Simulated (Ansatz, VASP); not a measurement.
# One calculation of Cs4Au, two programs

```xyz
5
Lattice="-4.6045 4.6045 4.6045 4.6045 -4.6045 4.6045 4.6045 4.6045 -4.6045" Properties=species:S:1:pos:R:3 pbc="T T T"
Cs    2.3023    2.3023   -2.3023
Cs   -2.3023    2.3023    2.3023
Cs    2.3023   -2.3023    2.3023
Cs    2.3023    2.3023    2.3023
Au    0.0000    0.0000    0.0000
```

Change from the starting cell: relaxed end of: species swapped into the Hg4Pt type (Im-3m, No. 229).

Alike in both runs: functional PBE; k mesh 6 × 6 × 6; occupations gaussian, width 0.1 eV; no spin polarisation.

Ansatz relaxed the structure, and its values are those at the end. VASP's run is a single point on that final structure, the one shown.

|  | VASP | Ansatz |
| --- | --- | --- |
| version | VASP 6.6.1 | Ansatz 0.2.0 |
| potentials or method | VASP PAW PBE potentials, release 64 (Cs_sv, Au), cutoff 520 eV | scalar-relativistic, plane waves, PAW |
| valence electrons in the cell | 47 | 55 |

|  | VASP | Ansatz | Ansatz less VASP |
| --- | --- | --- | --- |
| gap on the k mesh at the Fermi level (eV) | none | none | - |
| pressure (GPa) | 0.0 | 0.0 | +0.01 |

A gap of «none» marks a metal or a gap that the smearing closes. VASP's potentials hold 47 valence electrons a cell and Ansatz's 55, so a difference there can come from the potentials and not from the codes.

Spin-orbit coupling is off throughout.
